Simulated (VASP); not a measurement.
# MnO (Fm-3m) in VASP: notebook

Runs on MnO. Level: PBE+U. Tasks: single point.

All numbers are computed with VASP 6.6.1; they aren't measurements. Logs are shortened: lines on timing, memory, paths and dates and some standing lists are left out, and cuts for length are marked.

### 1 The cell of the first run

The structure is cubic, space group Fm-3m (No. 225). Conventional cell: a = 4.480 Å, b = 4.480 Å, c = 4.480 Å, α = 90.00°, β = 90.00°, γ = 90.00°. Mn (site symmetry m-3m) has 6 O at 2.24 Å within 3.0 Å. Within 3.0 Å of O (site symmetry m-3m) lie 6 Mn at 2.24 Å.

### 2 Single point, PBE+U, collinear spin, ferromagnetic start

Input file INCAR:

```
ALGO = Normal ; EDIFF = 1E-6
ENCUT = 520 ; GGA = PE
ISIF = 2 ; ISMEAR = -1
ISPIN = 2 ; LASPH = True
LCHARG = False ; LDAU = True
LDAUJ = 0 0 ; LDAUL = 2 -1
LDAUPRINT = 1 ; LDAUTYPE = 2
LDAUU = 2.8 0 ; LMAXMIX = 4
LORBIT = 11 ; LREAL = False
LWAVE = False ; MAGMOM = 7 0
NBANDS = 20 ; NELM = 150
NUPDOWN = 7.0 ; PREC = Accurate
SIGMA = 0.02
```

Input file KPOINTS:

```
k-points
0
Gamma
  9 9 9
```

Input file POSCAR:

```
MnO
1.0
    0.0000000000      2.2400000000      2.2400000000
    2.2400000000      0.0000000000      2.2400000000
    2.2400000000      2.2400000000      0.0000000000
Mn O
1 1
Direct
    0.0000000000      0.0000000000      0.0000000000
    0.5000000000      0.5000000000      0.5000000000
```

Potentials or basis: VASP PAW PBE potentials, release 64 (Mn_pv, O).

Run with:

```
> cat potpaw_PBE.64/Mn_pv/POTCAR potpaw_PBE.64/O/POTCAR > POTCAR
> mpirun -np 1 vasp_std > vasp.out
```

OUTCAR:

```text
EDIFF = 1E-6
   ENCUT = 520
   GGA = PE
   ISIF = 2
   ISMEAR = -1
   ISPIN = 2
   LASPH = True
   LORBIT = 11
   LREAL = False
   NELM = 150
   NUPDOWN = 7.0
   PREC = Accurate

 ion  position               nearest neighbor table
   1  0.000  0.000  0.000-   2 2.24   2 2.24   2 2.24   2 2.24   2 2.24   2 2.24
   2  0.500  0.500  0.500-   1 2.24   1 2.24   1 2.24   1 2.24   1 2.24   1 2.24

  LATTYP: Found a face centered cubic cell.
 ALAT       =     4.4800000000

  Lattice vectors:

 A1 = (   0.0000000000,   2.2400000000,   2.2400000000)
 A2 = (   2.2400000000,   0.0000000000,   2.2400000000)
 A3 = (   2.2400000000,   2.2400000000,   0.0000000000)

Analysis of symmetry for initial positions (statically):
=====================================================================
 Subroutine PRICEL returns:
 Original cell was already a primitive cell.

 Routine SETGRP: Setting up the symmetry group for a
 face centered cubic supercell.

 Subroutine GETGRP returns: Found 48 space group operations
 (whereof 48 operations were pure point group operations)
 out of a pool of 48 trial point group operations.

The static configuration has the point symmetry O_h .

Analysis of symmetry for dynamics (positions and initial velocities):
=====================================================================
 Subroutine PRICEL returns:
 Original cell was already a primitive cell.

 Routine SETGRP: Setting up the symmetry group for a
 face centered cubic supercell.

 Subroutine GETGRP returns: Found 48 space group operations
 (whereof 48 operations were pure point group operations)
 out of a pool of 48 trial point group operations.

The dynamic configuration has the point symmetry O_h .

Analysis of structural, dynamic, and magnetic symmetry:
=====================================================================
 Subroutine PRICEL returns:
 Original cell was already a primitive cell.

 Routine SETGRP: Setting up the symmetry group for a
 face centered cubic supercell.

 Subroutine GETGRP returns: Found 48 space group operations
 (whereof 48 operations were pure point group operations)
 out of a pool of 48 trial point group operations.

The overall configuration has the point symmetry O_h .

 Subroutine INISYM returns: Found 48 space group operations
 (whereof 48 operations are pure point group operations),
 and found     1 'primitive' translations

----------------------------------------------------------------------------------------

                                     Primitive cell

  volume of cell :      22.4788

  direct lattice vectors                    reciprocal lattice vectors
     0.000000000  2.240000000  2.240000000    -0.223214286  0.223214286  0.223214286
     2.240000000  0.000000000  2.240000000     0.223214286 -0.223214286  0.223214286
     2.240000000  2.240000000  0.000000000     0.223214286  0.223214286 -0.223214286

  length of vectors
     3.167838380  3.167838380  3.167838380     0.386618484  0.386618484  0.386618484

  position of ions in fractional coordinates (direct lattice)
     0.000000000  0.000000000  0.000000000
     0.500000000  0.500000000  0.500000000

  ion indices of the primitive-cell ions
   primitive index   ion index
                 1           1
                 2           2

----------------------------------------------------------------------------------------

 KPOINTS: k-points

Automatic generation of k-mesh.
 Grid dimensions read from file:
 generate k-points for:    9    9    9

 Generating k-lattice:

  Cartesian coordinates                     Fractional coordinates (reciprocal lattice)
    -0.024801587  0.024801587  0.024801587     0.111111111  0.000000000  0.000000000
     0.024801587 -0.024801587  0.024801587     0.000000000  0.111111111  0.000000000
     0.024801587  0.024801587 -0.024801587     0.000000000  0.000000000  0.111111111

  Length of vectors
     0.042957609  0.042957609  0.042957609

  Shift w.r.t. Gamma in fractional coordinates (k-lattice)
     0.000000000  0.000000000  0.000000000

 Subroutine IBZKPT returns following result:
 ===========================================

 Found     35 irreducible k-points:

 Following reciprocal coordinates:
            Coordinates               Weight
  0.000000  0.000000  0.000000      1.000000
  0.111111  0.000000  0.000000      8.000000
  0.222222  0.000000  0.000000      8.000000
  0.333333  0.000000  0.000000      8.000000
  0.444444  0.000000  0.000000      8.000000
  0.111111  0.111111  0.000000      6.000000
[... 16 lines left out ...]
 -0.333333  0.333333  0.000000     12.000000
  0.444444  0.444444  0.000000      6.000000
 [... further k-points ...]
   k-points           NKPTS =     35   k-points in BZ     NKDIM =     35   number of bands    NBANDS=     20
   number of dos      NEDOS =    301   number of ions     NIONS =      2
   total plane-waves  NPLWV =  13824
   dimension x,y,z NGX =    24 NGY =   24 NGZ =   24
   dimension x,y,z NGXF=    48 NGYF=   48 NGZF=   48
   ions per type =               1   1
   NGX,Y,Z   is equivalent  to a cutoff of  12.60, 12.60, 12.60 a.u.
   NGXF,Y,Z  is equivalent  to a cutoff of  25.19, 25.19, 25.19 a.u.
 SYSTEM =  unknown system
   PREC   = accura    normal or accurate (medium, high low for compatibility)
   ISTART =      0    job   : 0-new  1-cont  2-samecut
   ICHARG =      2    charge: 1-file 2-atom 10-const
   ISPIN  =      2    spin polarized calculation?
   LNONCOLLINEAR =      F non collinear calculations
   LSORBIT =      F    spin-orbit coupling
   LASPH  =      T    aspherical Exc in radial PAW
   ENCUT  =  520.0 eV  38.22 Ry    6.18 a.u.   5.89  5.89  5.89*2*pi/ulx,y,z
   NELM   =    150;   NELMIN=  2; NELMDL= -5     # of ELM steps
   EDIFF  = 0.1E-05   stopping-criterion for ELM
   LREAL  =      F    real-space projection
   EDIFFG = 0.1E-04   stopping-criterion for IOM
   NSW    =      0    number of steps for IOM
   IBRION =     -1    ionic relax: 0-MD 1-quasi-New 2-CG
   NFREE  =      0    steps in history (QN), initial steepest desc. (CG)
   ISIF   =      2    stress and relaxation
   ISYM   =      2    0-nonsym 1-usesym 2-fastsym
   POTIM  = 0.5000    time-step for ionic-motion
   TEBEG  =    0.0;   TEEND  =   0.0 temperature during run
   PSTRESS=    0.0 pullay stress
   NELECT =      19.0000    total number of electrons
   NUPDOWN=       7.0000    fix difference up-down
   EMIN   =  10.00;   EMAX   =-10.00  energy-range for DOS
   EFERMI =   0.00;   METHOD = LEGACY
   ISMEAR =    -1;   SIGMA  =   0.02  broadening in eV -4-tet -1-fermi 0-gaus
   EFERMI_NEDOS =   21; number of points for ismear=-14 and -15
   IALGO  =     38    algorithm
   IMIX   =      4    mixing-type and parameters
     AMIX     =   0.40;   BMIX     =  1.00
     AMIX_MAG =   1.60;   BMIX_MAG =  1.00
  volume/ion in A,a.u.               =      11.24        75.85
  Fermi-wavevector in a.u.,A,eV,Ry     =   1.547871  2.925051 32.598249  2.395904
  Thomas-Fermi vector in A             =   2.652902
   LORBIT       =     11    0 simple, 1 ext, 2 COOP (PROOUT), +10 PAW based schemes
 LDA+U is selected, type is set to LDAUTYPE =  2
   angular momentum for each species LDAUL =     2   -1
   U (eV)           for each species LDAUU =   2.8  0.0
   J (eV)           for each species LDAUJ =   0.0  0.0
   GGA     = PE    functional components
   LHFCALC =     F    Hartree Fock is set to
   AEXX    =    0.0000 exact exchange contribution
   IVDW    =     0    specifies the selected vdW correction
   LEPSILON=     F    determine dielectric tensor
   LRPA    =     F    only Hartree local field effects (RPA)
 spin polarized calculation
  energy-cutoff  :      520.00
  volume of cell :       22.48
 maximum number of plane-waves:       620
   NGX = 11   NGY = 11   NGZ = 11

atom =   1  type =  1  l = 2

 onsite density matrix

spin component  1

  0.9320  0.0000 -0.0000  0.0000  0.0000
  0.0000  0.9320 -0.0000 -0.0000  0.0000
 -0.0000 -0.0000  0.9761 -0.0000 -0.0000
  0.0000 -0.0000 -0.0000  0.9320 -0.0000
  0.0000  0.0000 -0.0000 -0.0000  0.9761

spin component  2

  0.0129 -0.0000  0.0000 -0.0000 -0.0000
 -0.0000  0.0129  0.0000  0.0000 -0.0000
  0.0000  0.0000  0.0388  0.0000  0.0000
 -0.0000  0.0000  0.0000  0.0129  0.0000
 -0.0000 -0.0000  0.0000  0.0000  0.0388

 occupancies and eigenvectors

  o =  0.0129  v =  0.0000  0.0000  0.0000  0.0000  0.0000  0.0006  1.0000  0.0000 -0.0098  0.0000      0.0000  0.0000  0.0000  0.0000  0.0000  0.0000  0.0000  0.0000  0.0000  0.0000
  o =  0.0129  v =  0.0000  0.0000  0.0000  0.0000  0.0000  0.0184  0.0098  0.0000  0.9998 -0.0000      0.0000  0.0000  0.0000  0.0000  0.0000  0.0000  0.0000  0.0000  0.0000  0.0000
  o =  0.0129  v =  0.0000  0.0000  0.0000  0.0000  0.0000  0.9998 -0.0008 -0.0000 -0.0184  0.0000      0.0000  0.0000  0.0000  0.0000  0.0000  0.0000  0.0000  0.0000  0.0000  0.0000
  o =  0.0388  v =  0.0000  0.0000  0.0000  0.0000  0.0000 -0.0000  0.0000 -0.9955  0.0000  0.0950      0.0000  0.0000  0.0000  0.0000  0.0000  0.0000  0.0000  0.0000  0.0000  0.0000
  o =  0.0388  v =  0.0000  0.0000  0.0000  0.0000  0.0000  0.0000  0.0000 -0.0950 -0.0000 -0.9955      0.0000  0.0000  0.0000  0.0000  0.0000  0.0000  0.0000  0.0000  0.0000  0.0000
  o =  0.9320  v =  1.0000  0.0000  0.0000  0.0000  0.0000  0.0000  0.0000  0.0000  0.0000  0.0000      0.0000  0.0000  0.0000  0.0000  0.0000  0.0000  0.0000  0.0000  0.0000  0.0000
  o =  0.9320  v =  0.0000 -0.2019 -0.0000 -0.9794 -0.0000  0.0000  0.0000  0.0000  0.0000  0.0000      0.0000  0.0000  0.0000  0.0000  0.0000  0.0000  0.0000  0.0000  0.0000  0.0000
  o =  0.9320  v =  0.0000  0.9794 -0.0000 -0.2019 -0.0000  0.0000  0.0000  0.0000  0.0000  0.0000      0.0000  0.0000  0.0000  0.0000  0.0000  0.0000  0.0000  0.0000  0.0000  0.0000
  o =  0.9761  v =  0.0000 -0.0000 -0.2533  0.0000 -0.9674  0.0000  0.0000  0.0000  0.0000  0.0000      0.0000  0.0000  0.0000  0.0000  0.0000  0.0000  0.0000  0.0000  0.0000  0.0000
  o =  0.9761  v =  0.0000 -0.0000 -0.9674  0.0000  0.2533  0.0000  0.0000  0.0000  0.0000  0.0000      0.0000  0.0000  0.0000  0.0000  0.0000  0.0000  0.0000  0.0000  0.0000  0.0000

 number of electron      18.9999989 magnetization       6.9999995

 Free energy of the ion-electron system (eV)
  ---------------------------------------------------
  ext. energy  EPLUGINS =         0.00000000
  ---------------------------------------------------
  free energy    TOTEN  =        -7.62714233 eV

  energy without entropy =       -7.62237269  energy(sigma->0) =       -7.62475751

 E-fermi :   2.8072     XC(G=0): -11.8053

 val. band max:       13.0228035226   @ k =  -0.3333   0.4444   0.2222
 cond. band min:       2.8110600722   @ k =  -0.3333   0.2222   0.0000
 fundamental gap:    -10.2117434504
 Fermi energy:        13.1610373156

 spin component 1

 k-point     1 :       0.0000    0.0000    0.0000
  band No.  band energies     occupation
      1     -43.0066      1.00000
      2     -43.0066      1.00000
      3     -43.0066      1.00000
      4     -14.6073      1.00000
      5       1.7302      1.00000
      6       1.7302      1.00000
[... 12 lines left out ...]
     19      26.1680      0.00000
     20      26.1680      0.00000
[... 507 lines left out ...]
 k-point    24 :       0.4444    0.4444    0.0000
  band No.  band energies     occupation
      1     -43.0590      1.00000
      2     -43.0280      1.00000
      3     -43.0280      1.00000
      4     -13.8844      1.00000
      5      -1.0087      1.00000
      6       0.8770      1.00000
[... 12 lines left out ...]
     19      32.0608      0.00000
     20      34.2748      0.00000

 [... further k-points ...]

 spin component 2

 k-point     1 :       0.0000    0.0000    0.0000
  band No.  band energies     occupation
      1     -37.9371      1.00000
      2     -37.9371      1.00000
      3     -37.9371      1.00000
      4     -12.4338      1.00000
      5       3.9036      0.00000
      6       3.9036      0.00000
[... 12 lines left out ...]
     19      29.5004      0.00000
     20      29.5004      0.00000
[... 507 lines left out ...]
 k-point    24 :       0.4444    0.4444    0.0000
  band No.  band energies     occupation
      1     -37.9996      1.00000
      2     -37.9625      1.00000
      3     -37.9625      1.00000
      4     -11.5960      1.00000
      5       1.1593      1.00000
      6       3.0303      0.00001
[... 12 lines left out ...]
     19      34.4731      0.00000
     20      35.7094      0.00000

 [... further k-points ...]
[... 5 lines left out ...]
  --------------------------------------------------------------------------------------
  -------------------------------------------------------------------------------------
  Total        9.9344505      9.9344505      9.9344505      0.0000000     -0.0000000     -0.0000000
  in kB      708.0768246    708.0768246    708.0768246      0.0000000     -0.0000000     -0.0000000
  external PRESSURE =     708.0768246 kB  Pullay stress =       0.0000000 kB

 VOLUME and BASIS-vectors are now :
 -----------------------------------------------------------------------------
  energy-cutoff  :      520.00
  volume of cell :       22.48
      direct lattice vectors                 reciprocal lattice vectors
     0.000000000  2.240000000  2.240000000    -0.223214286  0.223214286  0.223214286
     2.240000000  0.000000000  2.240000000     0.223214286 -0.223214286  0.223214286
     2.240000000  2.240000000  0.000000000     0.223214286  0.223214286 -0.223214286

 POSITION                                       TOTAL-FORCE (eV/Angst)
 -----------------------------------------------------------------------------------
      0.00000      0.00000      0.00000        -0.000000      0.000000     -0.000000
      2.24000      2.24000      2.24000         0.000000      0.000000      0.000000
 -----------------------------------------------------------------------------------
    total drift:                                0.000000     -0.000000     -0.000000

  FREE ENERGIE OF THE ION-ELECTRON SYSTEM (eV)
  ---------------------------------------------------
  free  energy   TOTEN  =        -7.6271423286 eV

  energy  without entropy=       -7.6223726885  energy(sigma->0) =       -7.62475751

 total charge

# of ion       s       p       d       tot
------------------------------------------
    1        0.349   6.231   4.847  11.427
    2        1.638   3.211   0.000   4.849
--------------------------------------------------
tot          1.987   9.442   4.847  16.276

 magnetization (x)

# of ion       s       p       d       tot
------------------------------------------
    1        0.196   0.133   4.620   4.949
    2        0.091   1.047   0.000   1.138
--------------------------------------------------
tot          0.287   1.179   4.620   6.087
```

Run time: 14 s. Hardware: 1 thread of Intel Xeon Platinum 8488C (Sapphire Rapids), shared host; peak memory 0.15 GiB.

What came out:

| Item | Value |
| --- | --- |
| Free energy | -7.6271 eV |
| Pressure | 70.8 GPa |
| Net moment | 7.00 μB per cell |
| Site moments | Mn +4.95; O +1.14 μB |
| Valence electrons inside the program's atomic spheres | Mn 11.43; O 4.85 |

Eigenvalues of the final occupation matrices:
```
    site  spin  trace               eigenvalues
site 1 d     1   4.75  0.93 0.93 0.93 0.98 0.98
site 1 d     2   0.12  0.01 0.01 0.01 0.04 0.04
```

Caveat: the total moment is fixed, so each spin has its own Fermi level; a cell with one magnetic atom can't hold antiferromagnetic order, which such compounds often take.

### 3 Single point, PBE+U, collinear spin, ferromagnetic start

Input file INCAR:

```
PREC = Accurate ; ENCUT = 520
EDIFF = 1E-6 ; ISMEAR = -1
SIGMA = 0.02 ; LREAL = False
LASPH = True ; NELM = 150
ALGO = Normal ; ISIF = 2
LWAVE = False ; LCHARG = True
ISPIN = 2 ; MAGMOM = 0.45 0
LORBIT = 11 ; LMAXMIX = 4
LDAU = True ; LDAUTYPE = 2
LDAUL = 2 -1 ; LDAUU = 2.8 0
LDAUJ = 0 0 ; LDAUPRINT = 1
GGA = PE ; LELF = True
LVHAR = True ; NBANDS = 20
```

Input file KPOINTS:

```
regular mesh
0
Gamma
  9 9 9
```

POSCAR is that of step 2.

Potentials or basis: VASP PAW PBE potentials, release 64 (Mn_pv, O).

Run with:

```
> cat potpaw_PBE.64/Mn_pv/POTCAR potpaw_PBE.64/O/POTCAR > POTCAR
> mpirun -np 1 vasp_std > vasp.out
```

OUTCAR:

```text
PREC = Accurate
   ENCUT = 520
   EDIFF = 1E-6
   ISMEAR = -1
   LREAL = False
   LASPH = True
   NELM = 150
   ISIF = 2
   ISPIN = 2
   LORBIT = 11
   GGA = PE

 ion  position               nearest neighbor table
   1  0.000  0.000  0.000-   2 2.24   2 2.24   2 2.24   2 2.24   2 2.24   2 2.24
   2  0.500  0.500  0.500-   1 2.24   1 2.24   1 2.24   1 2.24   1 2.24   1 2.24

  LATTYP: Found a face centered cubic cell.
 ALAT       =     4.4800000000

  Lattice vectors:

 A1 = (   0.0000000000,   2.2400000000,   2.2400000000)
 A2 = (   2.2400000000,   0.0000000000,   2.2400000000)
 A3 = (   2.2400000000,   2.2400000000,   0.0000000000)

Analysis of symmetry for initial positions (statically):
=====================================================================
 Subroutine PRICEL returns:
 Original cell was already a primitive cell.

 Routine SETGRP: Setting up the symmetry group for a
 face centered cubic supercell.

 Subroutine GETGRP returns: Found 48 space group operations
 (whereof 48 operations were pure point group operations)
[... 222 lines left out ...]

 k-point     1 :       0.0000    0.0000    0.0000
  band No.  band energies     occupation
      1     -43.1514      1.00000
      2     -43.1514      1.00000
      3     -43.1514      1.00000
      4     -12.5909      1.00000
      5       2.9154      1.00000
      6       2.9154      1.00000
[... 1097 lines left out ...]
     19      33.9057      0.00000
     20      35.4768      0.00000

 [... further k-points ...]
[... 5 lines left out ...]
  --------------------------------------------------------------------------------------
  -------------------------------------------------------------------------------------
  Total        0.4408800      0.4408800      0.4408800     -0.0000000     -0.0000000     -0.0000000
  in kB       31.4236752     31.4236752     31.4236752     -0.0000000     -0.0000000     -0.0000000
  external PRESSURE =      31.4236752 kB  Pullay stress =       0.0000000 kB

 VOLUME and BASIS-vectors are now :
 -----------------------------------------------------------------------------
  energy-cutoff  :      520.00
  volume of cell :       22.48
      direct lattice vectors                 reciprocal lattice vectors
     0.000000000  2.240000000  2.240000000    -0.223214286  0.223214286  0.223214286
     2.240000000  0.000000000  2.240000000     0.223214286 -0.223214286  0.223214286
     2.240000000  2.240000000  0.000000000     0.223214286  0.223214286 -0.223214286

 POSITION                                       TOTAL-FORCE (eV/Angst)
 -----------------------------------------------------------------------------------
      0.00000      0.00000      0.00000        -0.000000      0.000000     -0.000000
      2.24000      2.24000      2.24000         0.000000      0.000000      0.000000
 -----------------------------------------------------------------------------------
    total drift:                                0.000000     -0.000000     -0.000000

  FREE ENERGIE OF THE ION-ELECTRON SYSTEM (eV)
  ---------------------------------------------------
  free  energy   TOTEN  =       -15.7067505340 eV

  energy  without entropy=      -15.7066177628  energy(sigma->0) =      -15.70668415

 total charge

# of ion       s       p       d       tot
------------------------------------------
    1        0.203   6.175   4.949  11.327
    2        1.556   3.437   0.000   4.994
--------------------------------------------------
tot          1.759   9.612   4.949  16.320

 magnetization (x)

# of ion       s       p       d       tot
------------------------------------------
    1        0.034   0.026   4.532   4.591
    2        0.025   0.147   0.000   0.172
--------------------------------------------------
tot          0.059   0.173   4.532   4.763
```

It took 21 s on 1 thread of Intel Xeon Platinum 8488C (Sapphire Rapids), shared host; peak memory 0.16 GiB.

Results:

| Quantity | Value |
| --- | --- |
| Free energy | -15.7068 eV |
| Pressure | 3.1 GPa |
| Band gap on the k mesh | zero (filled and empty bands overlap) |
| Net moment | 5.00 μB per cell |
| Site moments | Mn +4.59; O +0.17 μB |
| Valence electrons inside the program's atomic spheres | Mn 11.33; O 4.99 |

Eigenvalues of the final occupation matrices:
```csv
site,spin,trace,eigenvalues
site 1 d,1,4.75,0.94 0.94 0.94 0.97 0.97
site 1 d,2,0.21,0.02 0.02 0.02 0.08 0.08
```

Caveat: a cell with one magnetic atom can't hold antiferromagnetic order, which such compounds often take. The state reached can hang on the start; a lower one may exist.

[end of part 1 of 2]
